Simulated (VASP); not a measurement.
Runs of VASP 6.6.1 on BaTe. The structure is that of space group Pm-3m (No. 221), or close to it. The cells are those of the table. 

```csv
cell,gap on the mesh (eV),pressure (GPa)
"a = 4.262, b = 4.337 Å, 2 atoms",0.69,-2.2
"a = 4.262, b = 4.305 Å, 2 atoms",0.70,(d)
"a = 4.262, b = 4.348 Å, 2 atoms",0.68,-2.3
"a = 4.262, b = 4.177 Å, 2 atoms",(b),(a)
"a = 4.262, b = 4.199 Å, 2 atoms",0.58,-1.3
"a = 4.262, b = 4.220 Å, 2 atoms",0.62,-1.5
"a = 4.262, b = 4.241 Å, 2 atoms",0.67,-1.6
"a = 4.262, b = 4.326 Å, 2 atoms",0.69,(c)
```

Alike in all rows: task single point; level PBEsol; potentials or basis VASP PAW PBE potentials, release 64 (Ba_sv, Te); no spin polarisation; k mesh 6 × 6 × 6; cutoff (eV) 520; smearing gaussian 0.05 eV.

Question: Estimate the missing entries.

Answer: (a) -1.1; (b) 0.54; (c) -2.1; (d) -2.0.

Caveats: the PAW data sets were made with another functional, which shifts forces and pressure a little; spin-orbit coupling is left out, which moves the levels of the heavy elements.

A k mesh can miss the band edges, and the runs leave out spin-orbit coupling on Ba, Te.
